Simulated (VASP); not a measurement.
Input of a VASP 6.6.1 run:

Contents of INCAR:

```
  PREC = Accurate
  ENCUT = 500
  EDIFF = 1E-7
  ISMEAR = -1
  SIGMA = 0.05
  LREAL = F
  LASPH = T
  NELM = 120
  ALGO = Normal
  ISIF = 3
  LWAVE = F
  LCHARG = F
  GGA = PS
  IBRION = 2
  NSW = 80
  EDIFFG = -0.02
  PSTRESS = 100.0
  GGA_COMPAT = F
  NELMIN = 4
```

KPOINTS

```
Automatic mesh
0
Gamma
  5 5 5
```

The input POSCAR:

```
Cs
1.0
    0.0000000000      3.8200000000      3.8200000000
    3.8200000000      0.0000000000      3.8200000000
    3.8200000000      3.8200000000      0.0000000000
Cs
1
Direct
    0.0000000000      0.0000000000      0.0000000000
```

Potentials or basis: VASP PAW PBE potentials, release 64 (Cs_sv).

Run with:

```sh
$ cat potpaw_PBE.64/Cs_sv/POTCAR > POTCAR
$ mpirun -np 1 vasp_std > vasp.out
```

(1) Predict the space group after relaxing (to 0.1 Å).

(2) What does it give for the band gap on the k mesh?

(3) What does it give for the relaxed cell?

(4) What does it give for the relaxed volume?

## Answers

(1) Fm-3m (No. 225).

(2) zero (an odd number of electrons rules out a gap without spin polarisation).

(3) a = 3.605 Å, b = 3.605 Å, c = 3.605 Å, α = 60.00°, β = 60.00°, γ = 60.00°.

(4) 33.14 Å³/atom.

Caveat: the cell is relaxed towards a set pressure, so the run minimises the enthalpy, not the energy; the volume moved by over 15 % at a fixed basis, so the end points are rough; the PAW data sets were made with another functional, which shifts forces and pressure a little; spin-orbit coupling is left out, which moves the levels of the heavy elements.
